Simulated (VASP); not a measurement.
# H (Fm-3m) in VASP: further runs

Runs on H. Level: PBE. Tasks: single point, relaxation of cell and atoms.

Everything below comes from runs of VASP 6.6.1. Logs are shortened: lines on timing, memory, paths and dates and some standing lists are left out, and cuts for length are marked.

### 1 The cell of the first run

It takes space group Fm-3m (No. 225, cubic). Conventional cell: a = 2.284 Å, b = 2.284 Å, c = 2.284 Å, α = 90.00°, β = 90.00°, γ = 90.00°. Within 2.1 Å of H (site symmetry m-3m) lie 12 H at 1.61 Å.

### 2 Single point, PBE (atoms taken out, then relaxed in part)

INCAR

```
PREC = Accurate
ENCUT = 520
EDIFF = 1E-6
ISMEAR = 0
SIGMA = 0.1
LREAL = F
LASPH = T
NELM = 100
ALGO = Normal
ISIF = 2
LWAVE = F
LCHARG = F
GGA = PE
NBANDS = 6
```

KPOINTS

```
regular mesh
0
Gamma
  26 26 26
```

POSCAR

```
H
1.0
    0.0000000000      1.1418528390      1.1418528390
    1.1418528390      0.0000000000      1.1418528390
    1.1418528390      1.1418528390      0.0000000000
H
1
Direct
    0.5000000000      0.5000000000      0.5000000000
```

Potentials or basis: VASP PAW PBE potentials, release 64 (H).

Command:

```bash
cat potpaw_PBE.64/H/POTCAR > POTCAR
mpirun -np 1 vasp_std > vasp.out
```

OUTCAR:

```text
PREC = Accurate
   ENCUT = 520
   EDIFF = 1E-6
   ISMEAR = 0
   LREAL = F
   LASPH = T
   NELM = 100
   ISIF = 2
   GGA = PE

 ion  position               nearest neighbor table
   1  0.500  0.500  0.500-

  LATTYP: Found a face centered cubic cell.
 ALAT       =     2.2837056780

  Lattice vectors:

 A1 = (   0.0000000000,   1.1418528390,   1.1418528390)
 A2 = (   1.1418528390,   0.0000000000,   1.1418528390)
 A3 = (   1.1418528390,   1.1418528390,   0.0000000000)

Analysis of symmetry for initial positions (statically):
=====================================================================
 Subroutine PRICEL returns:
 Original cell was already a primitive cell.

 Routine SETGRP: Setting up the symmetry group for a
 face centered cubic supercell.

 Subroutine GETGRP returns: Found 48 space group operations
 (whereof 48 operations were pure point group operations)
 out of a pool of 48 trial point group operations.

The static configuration has the point symmetry O_h .

Analysis of symmetry for dynamics (positions and initial velocities):
=====================================================================
 Subroutine PRICEL returns:
 Original cell was already a primitive cell.

 Routine SETGRP: Setting up the symmetry group for a
 face centered cubic supercell.

 Subroutine GETGRP returns: Found 48 space group operations
 (whereof 48 operations were pure point group operations)
 out of a pool of 48 trial point group operations.

The dynamic configuration has the point symmetry O_h .

 Subroutine INISYM returns: Found 48 space group operations
 (whereof 48 operations are pure point group operations),
 and found     1 'primitive' translations

----------------------------------------------------------------------------------------

                                     Primitive cell

  volume of cell :       2.9776

  direct lattice vectors                    reciprocal lattice vectors
     0.000000000  1.141852839  1.141852839    -0.437884798  0.437884798  0.437884798
     1.141852839  0.000000000  1.141852839     0.437884798 -0.437884798  0.437884798
     1.141852839  1.141852839  0.000000000     0.437884798  0.437884798 -0.437884798

  length of vectors
     1.614823771  1.614823771  1.614823771     0.758438718  0.758438718  0.758438718

  position of ions in fractional coordinates (direct lattice)
     0.500000000  0.500000000  0.500000000

  ion indices of the primitive-cell ions
   primitive index   ion index
                 1           1

----------------------------------------------------------------------------------------

 KPOINTS: regular mesh

Automatic generation of k-mesh.
 Grid dimensions read from file:
 generate k-points for:   26   26   26

 Generating k-lattice:

  Cartesian coordinates                     Fractional coordinates (reciprocal lattice)
    -0.016841723  0.016841723  0.016841723     0.038461538  0.000000000  0.000000000
     0.016841723 -0.016841723  0.016841723     0.000000000  0.038461538  0.000000000
     0.016841723  0.016841723 -0.016841723     0.000000000  0.000000000  0.038461538

  Length of vectors
     0.029170720  0.029170720  0.029170720

  Shift w.r.t. Gamma in fractional coordinates (k-lattice)
     0.000000000  0.000000000  0.000000000

 Subroutine IBZKPT returns following result:
 ===========================================

 Found    511 irreducible k-points:

 Following reciprocal coordinates:
            Coordinates               Weight
  0.000000  0.000000  0.000000      1.000000
  0.038462  0.000000  0.000000      8.000000
  0.076923  0.000000  0.000000      8.000000
  0.115385  0.000000  0.000000      8.000000
  0.153846  0.000000  0.000000      8.000000
  0.192308  0.000000  0.000000      8.000000
[... 16 lines left out ...]
  0.346154  0.038462  0.000000     24.000000
  0.384615  0.038462  0.000000     24.000000
 [... further k-points ...]
   k-points           NKPTS =    511   k-points in BZ     NKDIM =    511   number of bands    NBANDS=      6
   number of dos      NEDOS =    301   number of ions     NIONS =      1
   total plane-waves  NPLWV =   1728
   dimension x,y,z NGX =    12 NGY =   12 NGZ =   12
   dimension x,y,z NGXF=    24 NGYF=   24 NGZF=   24
   ions per type =               1
   NGX,Y,Z   is equivalent  to a cutoff of  12.35, 12.35, 12.35 a.u.
   NGXF,Y,Z  is equivalent  to a cutoff of  24.71, 24.71, 24.71 a.u.
 SYSTEM =  unknown system
   PREC   = accura    normal or accurate (medium, high low for compatibility)
   ISTART =      0    job   : 0-new  1-cont  2-samecut
   ICHARG =      2    charge: 1-file 2-atom 10-const
   ISPIN  =      1    spin polarized calculation?
   LNONCOLLINEAR =      F non collinear calculations
   LSORBIT =      F    spin-orbit coupling
   LASPH  =      T    aspherical Exc in radial PAW
   ENCUT  =  520.0 eV  38.22 Ry    6.18 a.u.   3.00  3.00  3.00*2*pi/ulx,y,z
   NELM   =    100;   NELMIN=  2; NELMDL= -5     # of ELM steps
   EDIFF  = 0.1E-05   stopping-criterion for ELM
   LREAL  =      F    real-space projection
   EDIFFG = 0.1E-04   stopping-criterion for IOM
   NSW    =      0    number of steps for IOM
   IBRION =     -1    ionic relax: 0-MD 1-quasi-New 2-CG
   NFREE  =      0    steps in history (QN), initial steepest desc. (CG)
   ISIF   =      2    stress and relaxation
   ISYM   =      2    0-nonsym 1-usesym 2-fastsym
   POTIM  = 0.5000    time-step for ionic-motion
   TEBEG  =    0.0;   TEEND  =   0.0 temperature during run
   PSTRESS=    0.0 pullay stress
   NELECT =       1.0000    total number of electrons
   NUPDOWN=      -1.0000    fix difference up-down
   EMIN   =  10.00;   EMAX   =-10.00  energy-range for DOS
   EFERMI =   0.00;   METHOD = LEGACY
   ISMEAR =     0;   SIGMA  =   0.10  broadening in eV -4-tet -1-fermi 0-gaus
   EFERMI_NEDOS =   21; number of points for ismear=-14 and -15
   IALGO  =     38    algorithm
   IMIX   =      4    mixing-type and parameters
     AMIX     =   0.40;   BMIX     =  1.00
     AMIX_MAG =   1.60;   BMIX_MAG =  1.00
  volume/ion in A,a.u.               =       2.98        20.09
  Fermi-wavevector in a.u.,A,eV,Ry     =   1.137945  2.150405 17.618448  1.294919
  Thomas-Fermi vector in A             =   2.274650
   LORBIT       =      0    0 simple, 1 ext, 2 COOP (PROOUT), +10 PAW based schemes
   GGA     = PE    functional components
   LHFCALC =     F    Hartree Fock is set to
   AEXX    =    0.0000 exact exchange contribution
   IVDW    =     0    specifies the selected vdW correction
   LEPSILON=     F    determine dielectric tensor
   LRPA    =     F    only Hartree local field effects (RPA)
 non-spin polarized calculation
 Gauss-broadening in eV      SIGMA  =   0.10
  energy-cutoff  :      520.00
  volume of cell :        2.98
 maximum number of plane-waves:        92
   NGX =  5   NGY =  5   NGZ =  5

 number of electron       1.0000000 magnetization

 Free energy of the ion-electron system (eV)
  ---------------------------------------------------
  ext. energy  EPLUGINS =         0.00000000
  ---------------------------------------------------
  free energy    TOTEN  =        -2.14539362 eV

  energy without entropy =       -2.14448220  energy(sigma->0) =       -2.14493791

 E-fermi :   2.9576     XC(G=0): -11.1005

 val. band max:        2.9569340630   @ k =   0.5000   0.1538   0.0385
 cond. band min:       2.9593858250   @ k =   0.4231   0.3462   0.0000
 fundamental gap:      0.0024517620
 Fermi energy:         2.9576356047

 k-point     1 :       0.0000    0.0000    0.0000
  band No.  band energies     occupation
      1     -13.5085      2.00000
      2      58.1607      0.00000
      3      73.6669      0.00000
      4      73.6669      0.00000
      5      73.6669      0.00000
      6      77.0450      0.00000

 k-point     2 :       0.0385    0.0000    0.0000
  band No.  band energies     occupation
      1     -13.3843      2.00000
      2      57.3437      0.00000
      3      70.6805      0.00000
      4      72.6964      0.00000
      5      72.6964      0.00000
      6      76.8471      0.00000

 k-point     3 :       0.0769    0.0000    0.0000
  band No.  band energies     occupation
      1     -13.0120      2.00000
      2      54.9033      0.00000
      3      66.9287      0.00000
      4      71.1154      0.00000
      5      71.1154      0.00000
      6      78.0808      0.00000

 k-point     4 :       0.1154    0.0000    0.0000
  band No.  band energies     occupation
      1     -12.3920      2.00000
      2      51.1197      0.00000
      3      64.2074      0.00000
      4      69.6228      0.00000
      5      69.6228      0.00000
      6      79.9242      0.00000

 k-point     5 :       0.1538    0.0000    0.0000
  band No.  band energies     occupation
      1     -11.5253      2.00000
      2      46.5959      0.00000
      3      62.2978      0.00000
      4      68.3335      0.00000
      5      68.3335      0.00000
      6      81.7919      0.00000
[... 136 lines left out ...]
 k-point    21 :       0.2692    0.0385    0.0000
  band No.  band energies     occupation
      1      -7.9180      2.00000
      2      34.0218      0.00000
      3      57.8540      0.00000
      4      63.2889      0.00000
      5      70.1935      0.00000
      6      74.6333      0.00000

 k-point    22 :       0.3077    0.0385    0.0000
  band No.  band energies     occupation
      1      -6.1761      2.00000
      2      29.5209      0.00000
      3      57.1266      0.00000
      4      62.8867      0.00000
      5      69.6741      0.00000
      6      72.3497      0.00000

 k-point    23 :       0.3462    0.0385    0.0000
  band No.  band energies     occupation
      1      -4.2168      2.00000
      2      25.2445      0.00000
      3      56.5829      0.00000
      4      62.7309      0.00000
      5      69.3275      0.00000
      6      70.3266      0.00000

 k-point    24 :       0.3846    0.0385    0.0000
  band No.  band energies     occupation
      1      -2.0677      2.00000
      2      21.2422      0.00000
      3      56.1882      0.00000
      4      62.8184      0.00000
      5      68.5977      0.00000
      6      69.1326      0.00000

 [... further k-points ...]

------------------------ aborting loop because EDIFF is reached ----------------------------------------

  FORCE on cell =-STRESS in cart. coord.  units (eV):
  Direction    XX          YY          ZZ          XY          YZ          ZX
  --------------------------------------------------------------------------------------
  -------------------------------------------------------------------------------------
  Total       -0.0156820     -0.0156820     -0.0156820     -0.0000000     -0.0000000      0.0000000
  in kB       -8.4382451     -8.4382451     -8.4382451     -0.0000000     -0.0000000      0.0000000
  external PRESSURE =      -8.4382451 kB  Pullay stress =       0.0000000 kB

 VOLUME and BASIS-vectors are now :
 -----------------------------------------------------------------------------
  energy-cutoff  :      520.00
  volume of cell :        2.98
      direct lattice vectors                 reciprocal lattice vectors
     0.000000000  1.141852839  1.141852839    -0.437884798  0.437884798  0.437884798
     1.141852839  0.000000000  1.141852839     0.437884798 -0.437884798  0.437884798
     1.141852839  1.141852839  0.000000000     0.437884798  0.437884798 -0.437884798

 POSITION                                       TOTAL-FORCE (eV/Angst)
 -----------------------------------------------------------------------------------
      1.14185      1.14185      1.14185        -0.000000      0.000000      0.000000
 -----------------------------------------------------------------------------------
    total drift:                                0.000000      0.000000      0.000000

  FREE ENERGIE OF THE ION-ELECTRON SYSTEM (eV)
  ---------------------------------------------------
  free  energy   TOTEN  =        -2.1453936242 eV

  energy  without entropy=       -2.1444821988  energy(sigma->0) =       -2.14493791
```

Wall time 4 s (1 thread of Intel Xeon Platinum 8488C (Sapphire Rapids), shared host); peak memory 0.1 GiB.

What came out:

```yaml
Free_energy: -2.1454 eV
Pressure: -0.8 GPa
Band_gap_on_the_k_mesh: zero (an odd number of electrons rules out a gap without spin polarisation)
```

Caveat: the cell differs from its parent crystal (atoms taken out, then relaxed in part).

### 3 Relaxation of cell and atoms, PBE (atoms taken out)

INCAR

```
SYSTEM = H
PREC = Accurate
ENCUT = 600
EDIFF = 1E-6
ISMEAR = 0
SIGMA = 0.1
LREAL = .FALSE.
LASPH = .TRUE.
NELM = 60
ALGO = Normal
ISIF = 3
LWAVE = .FALSE.
LCHARG = .FALSE.
GGA = PE
IBRION = 2
NSW = 90
EDIFFG = -0.025
```

KPOINTS

```
Automatic mesh
0
G
  26 26 26
  0 0 0
```

POSCAR

```
H
1.0
    0.0000000000      1.1505636501      1.1505636501
    1.1505636501      0.0000000000      1.1505636501
    1.1505636501      1.1505636501      0.0000000000
H
1
Direct
    0.5000000000      0.5000000000      0.5000000000
```

Potentials or basis: VASP PAW PBE potentials, release 64 (H).

Command:

```bash
cat potpaw_PBE.64/H/POTCAR > POTCAR
mpirun -np 1 vasp_std > vasp.out
```

OUTCAR:

```text
SYSTEM = H
   PREC = Accurate
   ENCUT = 600
   EDIFF = 1E-6
   ISMEAR = 0
   LREAL = .FALSE.
   LASPH = .TRUE.
   NELM = 60
   ISIF = 3
   GGA = PE
   IBRION = 2
   NSW = 90
   EDIFFG = -0.025

 ion  position               nearest neighbor table
   1  0.500  0.500  0.500-

  LATTYP: Found a face centered cubic cell.
 ALAT       =     2.3011273002

  Lattice vectors:

 A1 = (   0.0000000000,   1.1505636501,   1.1505636501)
 A2 = (   1.1505636501,   0.0000000000,   1.1505636501)
 A3 = (   1.1505636501,   1.1505636501,   0.0000000000)

Analysis of symmetry for initial positions (statically):
=====================================================================
 Subroutine PRICEL returns:
 Original cell was already a primitive cell.

 Routine SETGRP: Setting up the symmetry group for a
 face centered cubic supercell.

 Subroutine GETGRP returns: Found 48 space group operations
 (whereof 48 operations were pure point group operations)
 out of a pool of 48 trial point group operations.

The static configuration has the point symmetry O_h .

Analysis of symmetry for dynamics (positions and initial velocities):
=====================================================================
 Subroutine PRICEL returns:
 Original cell was already a primitive cell.

 Routine SETGRP: Setting up the symmetry group for a
 face centered cubic supercell.

 Subroutine GETGRP returns: Found 48 space group operations
 (whereof 48 operations were pure point group operations)
 out of a pool of 48 trial point group operations.

The dynamic configuration has the point symmetry O_h .

 Subroutine INISYM returns: Found 48 space group operations
 (whereof 48 operations are pure point group operations),
 and found     1 'primitive' translations

----------------------------------------------------------------------------------------

[... 119 lines left out ...]
   LEPSILON=     F    determine dielectric tensor
   LRPA    =     F    only Hartree local field effects (RPA)
 conjugate gradient relaxation of ions
 non-spin polarized calculation
 Gauss-broadening in eV      SIGMA  =   0.10
  energy-cutoff  :      600.00
  volume of cell :        3.05
 maximum number of plane-waves:       113
 NGX is ok and might be reduce to    14
   NGX =  7   NGY =  7   NGZ =  7

--------------------------------------- Ionic step        1  -------------------------------------------

 number of electron       1.0000000 magnetization

 Free energy of the ion-electron system (eV)
  ---------------------------------------------------
  ext. energy  EPLUGINS =         0.00000000
  ---------------------------------------------------
  free energy    TOTEN  =        -2.14458856 eV

  energy without entropy =       -2.14366732  energy(sigma->0) =       -2.14412794

------------------------ aborting loop because EDIFF is reached ----------------------------------------

  FORCE on cell =-STRESS in cart. coord.  units (eV):
  Direction    XX          YY          ZZ          XY          YZ          ZX
  --------------------------------------------------------------------------------------
  -------------------------------------------------------------------------------------
  Total       -0.0551657     -0.0551657     -0.0551657      0.0000000     -0.0000000      0.0000000
  in kB      -29.0146601    -29.0146601    -29.0146601      0.0000000     -0.0000000      0.0000000
  external PRESSURE =     -29.0146601 kB  Pullay stress =       0.0000000 kB
[... 57 lines left out ...]
--------------------------------------- Ionic step        3  -------------------------------------------

 number of electron       1.0000000 magnetization

 Free energy of the ion-electron system (eV)
  ---------------------------------------------------
  ext. energy  EPLUGINS =         0.00000000
  ---------------------------------------------------
  free energy    TOTEN  =        -2.14535802 eV

  energy without entropy =       -2.14444959  energy(sigma->0) =       -2.14490381

 E-fermi :   2.9999     XC(G=0): -11.1206

 val. band max:        2.9998139600   @ k =   0.5000   0.1538   0.0385
 cond. band min:       3.0003901948   @ k =   0.4231   0.3462   0.0000
 fundamental gap:      0.0005762348
 Fermi energy:         2.9998556966

 k-point     1 :       0.0000    0.0000    0.0000
  band No.  band energies     occupation
      1     -13.5329      2.00000
      2      58.4121      0.00000
      3      73.9438      0.00000
      4      73.9438      0.00000
[... 155 lines left out ...]
 k-point    24 :       0.3846    0.0385    0.0000
  band No.  band energies     occupation
      1      -2.0472      2.00000
      2      21.3384      0.00000
      3      56.4183      0.00000
      4      63.0571      0.00000

 [... further k-points ...]

------------------------ aborting loop because EDIFF is reached ----------------------------------------

  FORCE on cell =-STRESS in cart. coord.  units (eV):
  Direction    XX          YY          ZZ          XY          YZ          ZX
  --------------------------------------------------------------------------------------
  -------------------------------------------------------------------------------------
  Total        0.0008438      0.0008438      0.0008438     -0.0000000      0.0000000     -0.0000000
  in kB        0.4564860      0.4564860      0.4564860     -0.0000000      0.0000000     -0.0000000
  external PRESSURE =       0.4564860 kB  Pullay stress =       0.0000000 kB
[... 16 lines left out ...]
  FREE ENERGIE OF THE ION-ELECTRON SYSTEM (eV)
  ---------------------------------------------------
  free  energy   TOTEN  =        -2.1453580226 eV

  energy  without entropy=       -2.1444495906  energy(sigma->0) =       -2.14490381

 reached required accuracy - stopping structural energy minimisation
```

CONTCAR:

```text
H
   1.00000000000000
    -0.0000000000000000    1.1398106884363308    1.1398106884363308
     1.1398106884363308   -0.0000000000000000    1.1398106884363308
     1.1398106884363308    1.1398106884363308    0.0000000000000000
  H
     1
Direct
     0.5000000000000000    0.5000000000000000    0.5000000000000000

  0.00000000E+00  0.00000000E+00  0.00000000E+00
```

Run time: 3.9 s. Hardware: 1 thread of Intel Xeon Platinum 8488C (Sapphire Rapids), shared host; peak memory 0.11 GiB.

Results:

| Quantity | Value |
| --- | --- |
| Free energy | -2.1454 eV |
| Relaxed volume | 2.96 Å³/atom |
| Relaxed cell | a = 1.612 Å, b = 1.612 Å, c = 1.612 Å, α = 60.00°, β = 60.00°, γ = 60.00° |
| Space group after relaxing (to 0.1 Å) | Fm-3m (No. 225) |
| Energy gained by relaxing | 0.8 meV/atom |
| Ionic steps | 3 |
| Pressure after relaxing | 0.0 GPa |
| Band gap on the k mesh | zero (an odd number of electrons rules out a gap without spin polarisation) |

Step by step:
```
step  energy change (eV)  largest force (eV/Å)  pressure (GPa)  volume (Å³)
   1              0.0000                0.0000           -2.90         3.05
   2             -0.0004                0.0000           -2.09         3.02
   3             -0.0008                0.0000            0.05         2.96
```

Final structure:
```xyz
1
Lattice="0.0000 1.1398 1.1398 1.1398 0.0000 1.1398 1.1398 1.1398 0.0000" Properties=species:S:1:pos:R:3 pbc="T T T"
H     1.1398    1.1398    1.1398
```

Caveat: the cell differs from its parent crystal (atoms taken out).
